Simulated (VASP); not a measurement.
Crystal: Te.

```
Te
1.0
     3.15133    0.00000    0.00000
     0.00000    3.15133    0.00000
     0.00000    0.00000    3.29228
Te
1
Direct
  0.00000 0.00000 0.00000
```

* Program: VASP 6.6.1
* Task: relaxation of cell and atoms
* Functional: PBE
* Potentials or basis: VASP PAW PBE potentials, release 64 (Te)
* Cutoff: 600 eV
* k mesh: 18 × 18 × 16
* Occupations: gaussian, width 0.1 eV
* Spin: no spin polarisation

At the start: pressure 0.3 GPa; volume 32.70 Å³/atom.

Where does the relaxation end?

Over 6 steps the energy falls by 4.9 meV/atom and the volume is 32.76 Å³/atom (+0.2 %); space group P4/mmm (No. 123, to 0.1 Å) before, Pm-3m (No. 221, to 0.1 Å).

Step by step:
```
step  energy change (eV)  largest force (eV/Å)  pressure (GPa)  volume (Å³)
   1              0.0000                0.0000            0.28        32.70
   2             -0.0042                0.0000           -0.28        32.96
   3             -0.0044                0.0000           -0.45        33.06
   4             -0.0044                0.0000           -0.42        33.04
   5             -0.0048                0.0000            0.16        32.65
   6             -0.0049                0.0000           -0.01        32.76
```

Final structure:
```
Te
1.0
     3.18818    0.00000    0.00000
     0.00000    3.18818    0.00000
     0.00000    0.00000    3.22280
Te
1
Direct
  0.00000 0.00000 0.00000
```
